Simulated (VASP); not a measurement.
Write the native input for VASP 6.6.1 that does the following.

```
Task                   : single point
Functional             : PBEsol
Potentials or basis    : VASP PAW PBE potentials, release 64 (Na_pv, Cl)
Cutoff                 : 520 eV
k mesh                 : 8 × 8 × 8
Occupations            : gaussian, width 0.05 eV
Spin                   : no spin polarisation
Dipole correction      : no
Further INCAR settings : ALGO = Normal; EDIFF = 1e-06; NBANDS = 14
```

The structure of NaCl lies in POSCAR:

```
NaCl
1.0
    0.0000000000      2.7184800000      2.6052100000
    2.7184800000      0.0000000000      2.6052100000
    2.7184800000      2.7184800000      0.0000000000
Na Cl
1 1
Direct
    0.0000000000      0.0000000000      0.0000000000
    0.5000000000      0.5000000000      0.5000000000
```

This cell differs from its parent crystal: strain -0.040 along x and y, -0.080 along z.

The input as run:

INCAR

```
SYSTEM = NaCl
  ALGO = Normal
  EDIFF = 1E-6
  ENCUT = 520
  GGA = PS
  ISIF = 2
  ISMEAR = 0
  LASPH = .True.
  LCHARG = .False.
  LREAL = .False.
  LWAVE = .False.
  NBANDS = 14
  NELM = 100
  PREC = Accurate
  SIGMA = 0.05
```

KPOINTS

```
k-points
0
Gamma
  8 8 8
  0 0 0
```

Potentials or basis: VASP PAW PBE potentials, release 64 (Na_pv, Cl).

The run is started by

```console
$ cat potpaw_PBE.64/Na_pv/POTCAR potpaw_PBE.64/Cl/POTCAR > POTCAR
$ mpirun -np 1 vasp_std > vasp.out
```

It gave:

| Quantity | Value |
| --- | --- |
| Pressure | 4.9 GPa |
| Band gap on the k mesh | 5.55 eV, direct |

Caveat: the cell differs from its parent crystal (strain -0.040 along x and y, -0.080 along z); the PAW data sets were made with another functional, which shifts forces and pressure a little.

Run time: 26 s on 1 thread of AMD EPYC 7R43 64-Core Processor (Zen 3) (shared host), peak memory 0.13 GiB.
